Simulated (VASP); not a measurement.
# NbCu7O4 (R-3m) in VASP: single point with PBEsol+U

Aim: the single point of NbCu7O4 with PBEsol+U.

Everything below comes from runs of VASP 6.6.1. Logs are shortened: lines on timing, memory, paths and dates and some standing lists are left out, and cuts for length are marked.

### 1 The cell of the first run

It takes space group R-3m (No. 166, trigonal). The conventional cell has a = 6.038 Å, b = 6.038 Å, c = 14.790 Å, α = 90.00°, β = 90.00°, γ = 120.00°. Within 2.6 Å of Nb (site symmetry -3m) lie 2 O at 1.98 Å. Within 2.4 Å of Cu (site symmetry -3m) lie 2 O at 1.81 Å. Cu (site symmetry 2/m) has 2 O at 1.81 Å within 2.4 Å. Within 2.5 Å of Cu (site symmetry 2/m) lie 2 O at 1.86 Å. Within 2.4 Å of O (site symmetry 3m) lie 3 Cu at 1.81 Å and 1 Nb at 1.98 Å. O (site symmetry 3m) has 4 Cu at 1.81 to 1.86 Å within 2.4 Å.

### 2 Single point, PBEsol+U, collinear spin, zero start

INCAR reads:

```
SYSTEM = NbCu7O4
PREC     = Accurate       ! precision mode
ENCUT    = 600            ! plane-wave cutoff, eV
EDIFF    = 1E-6           ! SCF threshold, eV
ISMEAR   = 0              ! smearing method
SIGMA    = 0.05           ! smearing width, eV
LREAL    = .FALSE.        ! projectors in reciprocal space
LASPH    = .TRUE.         ! aspherical terms in the spheres
NELM     = 200            ! most SCF steps
ALGO     = Normal         ! electronic algorithm
ISIF     = 2              ! what is computed and relaxed
LWAVE    = .FALSE.        ! write WAVECAR
LCHARG   = .FALSE.        ! write CHGCAR
ISPIN    = 2              ! spin polarisation
MAGMOM   = 0 0 0 0 0 0 0 0 0 0 0 0 ! initial moments
LORBIT   = 11             ! projections on sites
NUPDOWN  = 0.0            ! fixed moment
LMAXMIX  = 4              ! l up to which the mixer works
LDAU     = .TRUE.         ! DFT+U
LDAUTYPE = 2            
LDAUL    = 2 -1 -1        ! shell
LDAUU    = 2 0 0          ! U, eV
LDAUJ    = 0 0 0        
LDAUPRINT= 1            
GGA      = PS             ! functional
NBANDS   = 73             ! bands
GGA_COMPAT= .FALSE.
```

KPOINTS reads:

```
Automatic mesh
0
G
  4 4 4
  0 0 0
```

POSCAR reads:

```
NbCu7O4
1.0
    0.0000000000      4.2696000000      4.2696000000
    4.2696000000      0.0000000000      4.2696000000
    4.2696000000      4.2696000000      0.0000000000
Nb Cu O
1 7 4
Direct
    0.1250000000      0.1250000000      0.1250000000
    0.6250000000      0.6250000000      0.6250000000
    0.1250000000      0.1250000000      0.6250000000
    0.6250000000      0.6250000000      0.1250000000
    0.6250000000      0.1250000000      0.1250000000
    0.1250000000      0.6250000000      0.6250000000
    0.1250000000      0.6250000000      0.1250000000
    0.6250000000      0.1250000000      0.6250000000
    0.9913073566      0.9913073566      0.9913073566
    0.5024377478      0.5024377478      0.5024377478
    0.2586926434      0.2586926434      0.2586926434
    0.7475622522      0.7475622522      0.7475622522
```

Potentials or basis: VASP PAW PBE potentials, release 64 (Nb_sv, Cu, O).

Command:

```sh
cat potpaw_PBE.64/Nb_sv/POTCAR potpaw_PBE.64/Cu/POTCAR potpaw_PBE.64/O/POTCAR > POTCAR
mpirun -np 1 vasp_std > vasp.out
```

OUTCAR:

```text
SYSTEM = NbCu7O4
   PREC = Accurate
   ENCUT = 600
   EDIFF = 1E-6
   ISMEAR = 0
   LREAL = .FALSE.
   LASPH = .TRUE.
   NELM = 200
   ISIF = 2
   ISPIN = 2
   LORBIT = 11
   NUPDOWN = 0.0
   GGA = PS

 ion  position               nearest neighbor table
   1  0.125  0.125  0.125-   9 1.98  11 1.98
   2  0.625  0.625  0.625-  10 1.81  12 1.81
   3  0.125  0.125  0.625-   9 1.81  11 1.81
   4  0.625  0.625  0.125-  10 1.86  12 1.86
   5  0.625  0.125  0.125-   9 1.81  11 1.81
   6  0.125  0.625  0.625-  10 1.86  12 1.86
   7  0.125  0.625  0.125-   9 1.81  11 1.81
   8  0.625  0.125  0.625-  10 1.86  12 1.86
   9  0.991  0.991  0.991-   3 1.81   5 1.81   7 1.81   1 1.98
  10  0.502  0.502  0.502-   2 1.81   4 1.86   6 1.86   8 1.86
  11  0.259  0.259  0.259-   3 1.81   5 1.81   7 1.81   1 1.98
  12  0.748  0.748  0.748-   2 1.81   4 1.86   6 1.86   8 1.86

  LATTYP: Found a face centered cubic cell.
 ALAT       =     8.5392000000

  Lattice vectors:

 A1 = (   0.0000000000,   4.2696000000,   4.2696000000)
 A2 = (   4.2696000000,   0.0000000000,   4.2696000000)
 A3 = (   4.2696000000,   4.2696000000,   0.0000000000)

Analysis of symmetry for initial positions (statically):
=====================================================================
 Subroutine PRICEL returns:
 Original cell was already a primitive cell.

 Routine SETGRP: Setting up the symmetry group for a
 face centered cubic supercell.

 Subroutine GETGRP returns: Found 12 space group operations
 (whereof  6 operations were pure point group operations)
 out of a pool of 48 trial point group operations.

The static configuration has the point symmetry C_3v.
 The point group associated with its full space group is D_3d.

Analysis of symmetry for dynamics (positions and initial velocities):
=====================================================================
 Subroutine PRICEL returns:
 Original cell was already a primitive cell.

 Routine SETGRP: Setting up the symmetry group for a
 face centered cubic supercell.

 Subroutine GETGRP returns: Found 12 space group operations
 (whereof  6 operations were pure point group operations)
 out of a pool of 48 trial point group operations.

The dynamic configuration has the point symmetry C_3v.
 The point group associated with its full space group is D_3d.

Analysis of structural, dynamic, and magnetic symmetry:
=====================================================================
 Subroutine PRICEL returns:
 Original cell was already a primitive cell.

 Routine SETGRP: Setting up the symmetry group for a
 face centered cubic supercell.

 Subroutine GETGRP returns: Found 12 space group operations
 (whereof  6 operations were pure point group operations)
 out of a pool of 48 trial point group operations.

The overall configuration has the point symmetry C_3v.
 The point group associated with its full space group is D_3d.

 Subroutine INISYM returns: Found 12 space group operations
 (whereof  6 operations are pure point group operations),
 and found     1 'primitive' translations

----------------------------------------------------------------------------------------

                                     Primitive cell

  volume of cell :     155.6652

  direct lattice vectors                    reciprocal lattice vectors
     0.000000000  4.269600000  4.269600000    -0.117106989  0.117106989  0.117106989
     4.269600000  0.000000000  4.269600000     0.117106989 -0.117106989  0.117106989
     4.269600000  4.269600000  0.000000000     0.117106989  0.117106989 -0.117106989

  length of vectors
[... 137 lines left out ...]

spin component  1

  0.2641 -0.0029  0.0934 -0.0029  0.0000
 -0.0029  0.2641 -0.0467 -0.0029  0.0809
  0.0934 -0.0467  0.1686 -0.0467  0.0000
 -0.0029 -0.0029 -0.0467  0.2641 -0.0809
  0.0000  0.0809  0.0000 -0.0809  0.1686

spin component  2

  0.2641 -0.0029  0.0934 -0.0029  0.0000
 -0.0029  0.2641 -0.0467 -0.0029  0.0809
  0.0934 -0.0467  0.1686 -0.0467  0.0000
 -0.0029 -0.0029 -0.0467  0.2641 -0.0809
  0.0000  0.0809  0.0000 -0.0809  0.1686

 occupancies and eigenvectors

  o =  0.0933  v = -0.0396  0.4072  0.0736 -0.3676 -0.8319  0.0000  0.0000  0.0000  0.0000  0.0000      0.0000  0.0000  0.0000  0.0000  0.0000  0.0000  0.0000  0.0000  0.0000  0.0000
  o =  0.0933  v = -0.4473  0.1894  0.8319  0.2579  0.0736  0.0000  0.0000  0.0000  0.0000  0.0000      0.0000  0.0000  0.0000  0.0000  0.0000  0.0000  0.0000  0.0000  0.0000  0.0000
  o =  0.0933  v =  0.0000  0.0000  0.0000  0.0000  0.0000  0.4296 -0.3278 -0.7992 -0.1018  0.2427      0.0000  0.0000  0.0000  0.0000  0.0000  0.0000  0.0000  0.0000  0.0000  0.0000
  o =  0.0933  v =  0.0000  0.0000  0.0000  0.0000  0.0000 -0.1305 -0.3069  0.2427  0.4373  0.7992      0.0000  0.0000  0.0000  0.0000  0.0000  0.0000  0.0000  0.0000  0.0000  0.0000
  o =  0.2583  v = -0.5774 -0.5774 -0.0000 -0.5774  0.0000  0.0000  0.0000  0.0000  0.0000  0.0000      0.0000  0.0000  0.0000  0.0000  0.0000  0.0000  0.0000  0.0000  0.0000  0.0000
  o =  0.2583  v =  0.0000  0.0000  0.0000  0.0000  0.0000  0.5774  0.5774  0.0000  0.5774  0.0000      0.0000  0.0000  0.0000  0.0000  0.0000  0.0000  0.0000  0.0000  0.0000  0.0000
  o =  0.3423  v =  0.0000  0.0000  0.0000  0.0000  0.0000 -0.6787  0.2814 -0.5473  0.3973 -0.0540      0.0000  0.0000  0.0000  0.0000  0.0000  0.0000  0.0000  0.0000  0.0000  0.0000
  o =  0.3423  v =  0.0000  0.0000  0.0000  0.0000  0.0000 -0.0669  0.6212 -0.0540 -0.5543  0.5473      0.0000  0.0000  0.0000  0.0000  0.0000  0.0000  0.0000  0.0000  0.0000  0.0000
  o =  0.3423  v = -0.6318  0.0937 -0.5095  0.5381 -0.2069  0.0000  0.0000  0.0000  0.0000  0.0000      0.0000  0.0000  0.0000  0.0000  0.0000  0.0000  0.0000  0.0000  0.0000  0.0000
  o =  0.3423  v =  0.2566 -0.6755  0.2069  0.4189 -0.5095  0.0000  0.0000  0.0000  0.0000  0.0000      0.0000  0.0000  0.0000  0.0000  0.0000  0.0000  0.0000  0.0000  0.0000  0.0000

 number of electron     114.0000088 magnetization       0.0000000

 Free energy of the ion-electron system (eV)
  ---------------------------------------------------
  ext. energy  EPLUGINS =         0.00000000
  ---------------------------------------------------
  free energy    TOTEN  =       -63.93836029 eV

  energy without entropy =      -63.92309684  energy(sigma->0) =      -63.93072856

 E-fermi :   6.4589     XC(G=0): -11.5250

 val. band max:        6.4578928858   @ k =  -0.2500   0.2500   0.0000
 cond. band min:       6.4723045399   @ k =   0.5000   0.2500   0.5000
 fundamental gap:      0.0144116540
 Fermi energy:         6.4589301954

 spin component 1

 k-point     1 :       0.0000    0.0000    0.0000
  band No.  band energies     occupation
      1     -49.6883      1.00000
      2     -26.5649      1.00000
      3     -25.4823      1.00000
      4     -25.4823      1.00000
      5     -15.4182      1.00000
      6     -14.2738      1.00000
[... 925 lines left out ...]
     68      12.0077      0.00000
     69      12.4049      0.00000
 Fermi energy:         6.4589324315

 spin component 2

 k-point     1 :       0.0000    0.0000    0.0000
  band No.  band energies     occupation
      1     -49.6882      1.00000
      2     -26.5649      1.00000
      3     -25.4823      1.00000
      4     -25.4823      1.00000
      5     -15.4182      1.00000
      6     -14.2738      1.00000
[... 925 lines left out ...]
     68      12.0077      0.00000
     69      12.4049      0.00000
 [bands above 69 left out]

------------------------ aborting loop because EDIFF is reached ----------------------------------------

  FORCE on cell =-STRESS in cart. coord.  units (eV):
  Direction    XX          YY          ZZ          XY          YZ          ZX
  --------------------------------------------------------------------------------------
  -------------------------------------------------------------------------------------
  Total        1.7708848      1.7708848      1.7708848     -0.5076117     -0.5076117     -0.5076117
  in kB       18.2267536     18.2267536     18.2267536     -5.2245715     -5.2245715     -5.2245715
  external PRESSURE =      18.2267536 kB  Pullay stress =       0.0000000 kB

 VOLUME and BASIS-vectors are now :
 -----------------------------------------------------------------------------
  energy-cutoff  :      600.00
  volume of cell :      155.67
      direct lattice vectors                 reciprocal lattice vectors
     0.000000000  4.269600000  4.269600000    -0.117106989  0.117106989  0.117106989
     4.269600000  0.000000000  4.269600000     0.117106989 -0.117106989  0.117106989
     4.269600000  4.269600000  0.000000000     0.117106989  0.117106989 -0.117106989

 POSITION                                       TOTAL-FORCE (eV/Angst)
 -----------------------------------------------------------------------------------
      1.06740      1.06740      1.06740         0.000000      0.000000      0.000000
      5.33700      5.33700      5.33700         0.000000     -0.000000      0.000000
      3.20220      3.20220      1.06740         0.000000      0.000000      0.000000
      3.20220      3.20220      5.33700         0.000000     -0.000000      0.000000
      1.06740      3.20220      3.20220         0.000000      0.000000      0.000000
      5.33700      3.20220      3.20220         0.000000      0.000000      0.000000
      3.20220      1.06740      3.20220         0.000000      0.000000      0.000000
      3.20220      5.33700      3.20220         0.000000      0.000000      0.000000
      8.46497      8.46497      8.46497         0.045803      0.045803      0.045803
      4.29042      4.29042      4.29042        -0.117215     -0.117215     -0.117215
      2.20903      2.20903      2.20903        -0.045803     -0.045803     -0.045803
      6.38358      6.38358      6.38358         0.117215      0.117215      0.117215
 -----------------------------------------------------------------------------------
    total drift:                                0.000000      0.000000      0.000000

  FREE ENERGIE OF THE ION-ELECTRON SYSTEM (eV)
  ---------------------------------------------------
  free  energy   TOTEN  =       -63.9383602916 eV

  energy  without entropy=      -63.9230968364  energy(sigma->0) =      -63.93072856

 total charge

# of ion       s       p       d       tot
------------------------------------------
    1        2.195   6.001   2.230  10.426
    2        0.456   0.354   9.221  10.031
    3        0.424   0.376   9.237  10.036
    4        0.431   0.366   9.173   9.970
    5        0.424   0.376   9.237  10.036
    6        0.431   0.366   9.173   9.970
    7        0.424   0.376   9.237  10.036
    8        0.431   0.366   9.173   9.970
    9        1.551   3.526   0.000   5.077
   10        1.557   3.436   0.000   4.992
   11        1.551   3.526   0.000   5.077
   12        1.557   3.436   0.000   4.992
--------------------------------------------------
tot         11.430  22.504  66.682 100.616

 magnetization (x)

# of ion       s       p       d       tot
------------------------------------------
    1        0.000  -0.000  -0.000  -0.000
    2        0.000   0.000   0.000   0.000
    3        0.000  -0.000   0.000   0.000
    4        0.000   0.000   0.000   0.000
    5        0.000  -0.000   0.000   0.000
    6        0.000   0.000   0.000   0.000
    7        0.000  -0.000   0.000   0.000
    8        0.000   0.000   0.000   0.000
    9        0.000  -0.000   0.000   0.000
   10       -0.000  -0.000   0.000  -0.000
   11        0.000  -0.000   0.000   0.000
   12       -0.000  -0.000   0.000  -0.000
--------------------------------------------------
tot          0.000  -0.000   0.000   0.000
```

Wall time 23 min (1 thread of Intel Xeon 8259CL, shared host); peak memory 0.57 GiB.

What came out:

```
Free energy                                           : -63.9384 eV
Pressure                                              : 1.8 GPa
Largest force                                         : 0.203 eV/Å
Net moment                                            : 0.00 μB per cell
Valence electrons inside the program's atomic spheres : Nb 10.43; Cu 10.03, 10.04, 9.97 (each value once); O 5.08, 4.99 (each value once)
```

Forces on the atoms (eV/Å):
```
Nb   0.000  0.000  0.000
Cu   0.000  0.000  0.000
Cu   0.000  0.000  0.000
Cu   0.000  0.000  0.000
Cu   0.000  0.000  0.000
Cu   0.000  0.000  0.000
Cu   0.000  0.000  0.000
Cu   0.000  0.000  0.000
O    0.046  0.046  0.046
O   -0.117 -0.117 -0.117
O   -0.046 -0.046 -0.046
O    0.117  0.117  0.117
```

Eigenvalues of the final occupation matrices:
| site | spin | trace | eigenvalues |
| --- | --- | --- | --- |
| site 1 d | 1 | 1.13 | 0.09 0.09 0.26 0.34 0.34 |
| site 1 d | 2 | 1.13 | 0.09 0.09 0.26 0.34 0.34 |

Caveat: the PAW data sets were made with another functional, which shifts forces and pressure a little; the total moment is fixed, so each spin has its own Fermi level.
